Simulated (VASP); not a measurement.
A run of VASP 6.6.1:

File INCAR:

```
SYSTEM = Ge3Pd
  PREC = Accurate
  ENCUT = 520
  EDIFF = 1E-6
  ISMEAR = -1
  SIGMA = 0.05
  LREAL = .FALSE.
  LASPH = .TRUE.
  NELM = 60
  ALGO = Normal
  ISIF = 2
  LWAVE = .FALSE.
  LCHARG = .FALSE.
  GGA = PS
  NBANDS = 34
```

KPOINTS

```
Automatic mesh
0
G
  7 7 7
  0 0 0
```

File POSCAR:

```
Ge3Pd
1.0
    4.1694544153      0.0000000000      0.0000000000
    0.0000000000      4.1694544153      0.0000000000
    0.0000000000      0.0000000000      4.1694544153
Pd Ge
1 3
Direct
    0.0000000000      0.0000000000      0.0000000000
    0.5000000000      0.5000000000      0.0000000000
    0.5000000000      0.0000000000      0.5000000000
    0.0000000000      0.5000000000      0.5000000000
```

Potentials or basis: VASP PAW PBE potentials, release 64 (Pd, Ge_d).

The run is started by

```sh
$ cat potpaw_PBE.64/Pd/POTCAR potpaw_PBE.64/Ge_d/POTCAR > POTCAR
$ mpirun -np 1 vasp_std > vasp.out
```

Hardware: 1 thread of AMD EPYC 7R43 64-Core Processor (Zen 3) (shared host).

Question: How long does it take, and how much memory?

Answer: Run time: 47 s on 1 thread of AMD EPYC 7R43 64-Core Processor (Zen 3), on a shared host, peak memory 0.16 GiB. Counts: scf iterations 12, k points 20.
